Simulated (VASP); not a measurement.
# Si2W in VASP: further runs, part 2 of 2

VASP 6.6.1. Earlier steps stand in the parts before.

### Step 4. Electric field gradients, LDA (volume scaled by 0.99)

Contents of INCAR:

```
PREC     = Accurate       # precision mode
ENCUT    = 400            # plane-wave cutoff, eV
EDIFF    = 1E-8           # SCF threshold, eV
ISMEAR   = -1             # smearing method
SIGMA    = 0.05           # smearing width, eV
LREAL    = F              # projectors in reciprocal space
LASPH    = T              # aspherical terms in the spheres
NELM     = 120            # most SCF steps
ALGO     = Normal         # electronic algorithm
ISIF     = 2              # what is computed and relaxed
LWAVE    = F              # write WAVECAR
LCHARG   = F              # write CHGCAR
LEFG     = T            
ISYM     = 0            
NBANDS   = 18             # bands
GGA_COMPAT= F
```

Contents of KPOINTS:

```
regular mesh
0
Gamma
  11 11 14
```

Contents of POSCAR:

```
Si2W
1.0
   -1.6006287224      1.6006287224      3.9268226440
    1.6006287224     -1.6006287224      3.9268226440
    1.6006287224      1.6006287224     -3.9268226440
Si W
2 1
Direct
    0.3330000000      0.3330000000      0.0000000000
    0.6670000000      0.6670000000      0.0000000000
    0.0000000000      0.0000000000      0.0000000000
```

Potentials or basis: VASP PAW LDA potentials, release 64 (Si, W_sv).

Command:

```
$ cat potpaw_LDA.64/Si/POTCAR potpaw_LDA.64/W_sv/POTCAR > POTCAR
$ mpirun -np 1 vasp_std > vasp.out
```

OUTCAR:

```text
PREC = Accurate
   ENCUT = 400
   EDIFF = 1E-8
   ISMEAR = -1
   LREAL = F
   LASPH = T
   NELM = 120
   ISIF = 2
   ISYM = 0

 ion  position               nearest neighbor table
   1  0.333  0.333  0.000-   2 2.61   2 2.61   2 2.61   2 2.61   3 2.62   3 2.62   3 2.62   3 2.62
                             3 2.62   2 2.62
   2  0.667  0.667  0.000-   1 2.61   1 2.61   1 2.61   1 2.61   3 2.62   3 2.62   3 2.62   3 2.62
                             3 2.62   1 2.62
   3  0.000  0.000  0.000-   1 2.62   2 2.62   2 2.62   1 2.62   2 2.62   1 2.62   2 2.62   1 2.62
                             1 2.62   2 2.62

IMPORTANT INFORMATION: All symmetrisations will be switched off!
NOSYMM: (Re-)initialisation of all symmetry stuff for point group C_1.
[... 715 lines left out ...]
 ion       V_xx      V_yy      V_zz      V_xy      V_xz      V_yz
---------------------------------------------------------------------
   1       4.784     4.784    -9.568     0.065    -0.001    -0.001
   2       4.784     4.784    -9.568     0.065    -0.001    -0.001
   3      65.695    65.695  -131.389     0.055     0.054     0.054
---------------------------------------------------------------------

 Electric field gradients after diagonalization (V/A^2)
 (convention: |V_zz| > |V_xx| > |V_yy|)
----------------------------------------------------------------------
 ion       V_xx      V_yy      V_zz     asymmetry (V_yy - V_xx)/ V_zz
----------------------------------------------------------------------
   1       4.849     4.719    -9.568       0.014
   2       4.849     4.719    -9.568       0.014
   3      65.750    65.640  -131.389       0.001
----------------------------------------------------------------------

           NMR quadrupolar parameters

 Cq : quadrupolar parameter    Cq=e*Q*V_zz/h
 eta: asymmetry parameters     (V_yy - V_xx)/ V_zz
 Q  : nuclear electric quadrupole moment in mb (millibarn)
----------------------------------------------------------------------
 ion       Cq(MHz)       eta       Q (mb)
----------------------------------------------------------------------
   1      -0.023       0.014       1.000
   2      -0.023       0.014       1.000
   3      -0.318       0.001       1.000
----------------------------------------------------------------------
```

OSZICAR:

```text
N       E                     dE             d eps       ncg     rms          rms(c)
DAV:   1     0.110840232020E+03    0.11084E+03   -0.93317E+03 30560   0.102E+03
DAV:   2    -0.243991479236E+02   -0.13524E+03   -0.13196E+03 35564   0.284E+02
DAV:   3    -0.281851872974E+02   -0.37860E+01   -0.37431E+01 38062   0.446E+01
DAV:   4    -0.282166601721E+02   -0.31473E-01   -0.31413E-01 36286   0.433E+00
DAV:   5    -0.282170020580E+02   -0.34189E-03   -0.34187E-03 36108   0.467E-01    0.255E+01
DAV:   6    -0.274656310953E+02    0.75137E+00   -0.33224E+00 32902   0.128E+01    0.883E+00
DAV:   7    -0.273689876866E+02    0.96643E-01   -0.26050E-01 32422   0.284E+00    0.462E+00
DAV:   8    -0.273426089167E+02    0.26379E-01   -0.50894E-02 34528   0.165E+00    0.301E-01
DAV:   9    -0.273420410158E+02    0.56790E-03   -0.11154E-03 35260   0.269E-01    0.180E-01
DAV:  10    -0.273418717502E+02    0.16927E-03   -0.27586E-04 36364   0.147E-01    0.407E-02
DAV:  11    -0.273418660626E+02    0.56876E-05   -0.36358E-05 34334   0.439E-02    0.195E-02
DAV:  12    -0.273418660493E+02    0.13361E-07   -0.17765E-06 35630   0.855E-03    0.531E-03
DAV:  13    -0.273418658574E+02    0.19184E-06   -0.51663E-07 34014   0.642E-03    0.932E-04
DAV:  14    -0.273418658572E+02    0.26421E-09   -0.15301E-08 24764   0.111E-03
   1 F= -.27341866E+02 E0= -.27340802E+02  d E =-.212802E-02
```

stdout:

```text
POSCAR found type information on POSCAR SiW
 POSCAR found :  2 types and       3 ions
 scaLAPACK will be used
 LDA part: xc-table for (Slater(with rela. corr.)+CA(PZ))
 , standard interpolation
[... 27 lines left out ...]
     0.0000487    -0.0033807     0.0000750     0.8081737     0.0000749    -0.0000001
     0.0000670    -0.0033807     0.0000750     0.8081737     0.0000749    -0.0000001
     0.0000923    -0.0033807     0.0000750     0.8081737     0.0000749    -0.0000001
[... 23 lines left out ...]
     0.0000661    -0.0486874    -0.0487372   105.0805236    -0.0487373    -0.0000073
     0.0000910    -0.0486297    -0.0487283   105.0540699    -0.0487284    -0.0000073
     0.0001253    -0.0485389    -0.0487147   105.0143663    -0.0487148    -0.0000073
     0.0001726    -0.0483967    -0.0486939   104.9550718    -0.0486941    -0.0000073
```

It took 8.5 min on 1 thread of Intel Xeon 6975P-C, shared host; peak memory 0.48 GiB.

What came out:

| Property | Result |
| --- | --- |
| Free energy | -27.3419 eV |
| Pressure | -4.4 GPa |
| Largest force | 0.297 eV/Å |
| Band gap on the k mesh | zero (band 11 reaches 12.68 eV, above the bottom of band 12 at 11.42 eV) |

Forces in eV/Å, atoms in the order of the input:
```
Si   0.000  0.000  0.297
Si   0.000  0.000 -0.297
W    0.000  0.000  0.000
```

Electric field gradients, principal values (V/Å²):
```tsv
atom	least	middle	greatest (by size)
1 Si	4.719	4.849	-9.568
2 Si	4.719	4.849	-9.568
3 W	65.640	65.750	-131.389
```

Caveat: without QUAD_EFG the Cq values of the log hold for a quadrupole moment of 1 mb, not for the nuclei; spin-orbit coupling is left out, which moves the levels of the heavy elements.

### Step 5. The runs side by side

| cell | cutoff (eV) | gap on the mesh (eV) | pressure (GPa) | largest force (eV/Å) |
| --- | --- | --- | --- | --- |
| a = 4.542, b = 4.542, c = 4.526 Å, angles 138.5, 138.5, 59.7°, 3 atoms | 520 | none | -6.5 | 0.32 |
| a = 4.537, b = 4.537, c = 4.503 Å, angles 138.4, 138.4, 59.4°, 3 atoms | 520 | none | -6.2 | 0.31 |
| a = 4.533 Å, angles 138.6, 138.6, 59.9°, 3 atoms | 400 | none | -4.4 | 0.30 |

Alike in all rows: task electric field gradients; level LDA; potentials or basis VASP PAW LDA potentials, release 64 (Si, W_sv); no spin polarisation; k mesh 11 × 11 × 14; smearing fermi-dirac 0.05 eV.

Caveats: spin-orbit coupling is left out, which moves the levels of the heavy elements.

Total energies depend on the potentials used, so only differences within one code and one set of settings carry meaning.
